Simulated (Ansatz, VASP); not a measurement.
# Lu in VASP and in Ansatz

INCAR

```
SYSTEM = Lu
ALGO = Normal
EDIFF = 1E-7
ENCUT = 520
GGA = CA
ISIF = 2
ISMEAR = 0
LASPH = .True.
LCHARG = .False.
LREAL = .False.
LWAVE = .False.
NBANDS = 32
NELM = 100
PREC = Accurate
SIGMA = 0.2
```

Contents of KPOINTS:

```
k-points
0
Gamma
  11 11 6
  0 0 0
```

POSCAR

```
Lu
1.0
    3.3823924653      0.0000000000      0.0000000000
   -1.6911962327      2.9292378005      0.0000000000
    0.0000000000      0.0000000000      5.2524129119
Lu
2
Direct
    0.3333333333      0.6666666667      0.2500000000
    0.6666666667      0.3333333333      0.7500000000
```

Input for Ansatz:

```yaml
crystal:
  lattice:
    - [3.3823924653, 0.0, 0.0]
    - [-1.6911962327, 2.9292378005, 0.0]
    - [0.0, 0.0, 5.2524129119]
  atoms:
    - { symbol: Lu, position: [0.3333333333, 0.6666666667, 0.25] }
    - { symbol: Lu, position: [0.6666666667, 0.3333333333, 0.75] }
hamiltonian:
  xc: lda
  pseudopotentials:
    kind: paw
    azcp:
      Lu: "pseudopotentials/Lu.paw.azcp"
basis:
  ecutwfc: 420
  fft_grid_basis: typed
kpoints:
  mp_grid: { grid: [11, 11, 6], shift: [0, 0, 0] }
magnetization:
  spin_polarized: false
scf:
  occupations: { method: gaussian, width: 0.2 }
  lower_state_search: "off"
output:
  stress: true
```

Alike in both runs: task single point; functional LDA; k mesh 11 × 11 × 6; occupations gaussian, width 0.2 eV; no spin polarisation.

|  | VASP | Ansatz |
| --- | --- | --- |
| version | VASP 6.6.1 | Ansatz 0.2.0 |
| potentials or method | VASP PAW PBE potentials, release 64 (Lu), cutoff 520 eV | plane waves (420 eV) with PAW, scalar-relativistic |
| valence electrons in the cell | 50 | 50 |

Ansatz gave:

* pressure (GPa): -0.1
* traceless stress, the component that is largest in VASP (GPa): -0.06

Question: What did VASP give for the same quantities?

Answer: Pressure (GPa): 0.1; traceless stress, the component that is largest in VASP (GPa): -0.04.

VASP's potentials were made for PBE, not for LDA, and Ansatz warns of the same on its side. LDA's correlation is that of Perdew and Zunger in VASP and of Perdew and Wang (1992) in Ansatz.

Spin-orbit coupling is off throughout.
